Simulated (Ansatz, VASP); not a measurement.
## Two plane-wave programs on Zn2S3

Contents of INCAR:

```
SYSTEM = Zn2S3
PREC = Accurate ; ENCUT = 520
EDIFF = 1E-6 ; ISMEAR = 0
SIGMA = 0.1 ; LREAL = .FALSE.
LASPH = .TRUE. ; NELM = 80
ALGO = Normal ; ISIF = 2
LWAVE = .FALSE. ; LCHARG = .FALSE.
GGA = PE ; NBANDS = 29
```

Contents of KPOINTS:

```
regular mesh
0
G
  6 6 6
  0 0 0
```

The input POSCAR:

```
Zn2S3
1.0
    1.7931117927      1.0352535762      8.3119827251
   -1.7931117927      1.0352535762      8.3119827251
    0.0000000000     -2.0705071524      8.3119827251
Zn S
2 3
Direct
    0.4000000000      0.4000000000      0.4000000000
    0.6000000000      0.6000000000      0.6000000000
    0.0000000000      0.0000000000      0.0000000000
    0.2095000000      0.2095000000      0.2095000000
    0.7905000000      0.7905000000      0.7905000000
```

Input for Ansatz:

```yaml
crystal:
  lattice:
    - [1.7931117927, 1.0352535762, 8.3119827251]
    - [-1.7931117927, 1.0352535762, 8.3119827251]
    - [0.0, -2.0705071524, 8.3119827251]
  atoms:
    - { symbol: Zn, position: [0.4, 0.4, 0.4] }
    - { symbol: Zn, position: [0.6, 0.6, 0.6] }
    - { symbol: S, position: [0.0, 0.0, 0.0] }
    - { symbol: S, position: [0.2095, 0.2095, 0.2095] }
    - { symbol: S, position: [0.7905, 0.7905, 0.7905] }
basis:
  ecutwfc: 420
kpoints:
  mp_grid: { grid: [6, 6, 6] }
hamiltonian:
  xc: pbe
scf:
  occupations: { method: gaussian, width: 0.1 }
  lower_state_search: "off"
output:
  forces: true
  stress: true
  eigenvalues: true
```

Alike in both runs: task single point; functional PBE; k mesh 6 × 6 × 6; occupations gaussian, width 0.1 eV; no spin polarisation.

|  | VASP | Ansatz |
| --- | --- | --- |
| version | VASP 6.6.1 | Ansatz 0.2.0 |
| potentials or method | VASP PAW PBE potentials, release 64 (Zn, S), cutoff 520 eV | scalar-relativistic, plane waves, PAW |
| valence electrons in the cell | 42 | 42 |

VASP gave:

| Item | Value |
| --- | --- |
| gap on the k mesh at the Fermi level (eV) | none |
| pressure (GPa) | -5.5 |
| traceless stress, the component that is largest in VASP (GPa) | -4.42 |
| rms of the force components (eV/Å) | 0.207 |

**Question.** Which values does Ansatz return?

**Answer.** gap on the k mesh at the Fermi level (eV): none; pressure (GPa): -5.6; traceless stress, the component that is largest in VASP (GPa): -4.46; rms of the force components (eV/Å): 0.212.

Atom by atom the forces differ by 0.005 eV/Å (rms over components). A gap of «none» marks a metal or a gap that the smearing closes. With one functional, cell and mesh, what is left measures potentials, basis and numerics.
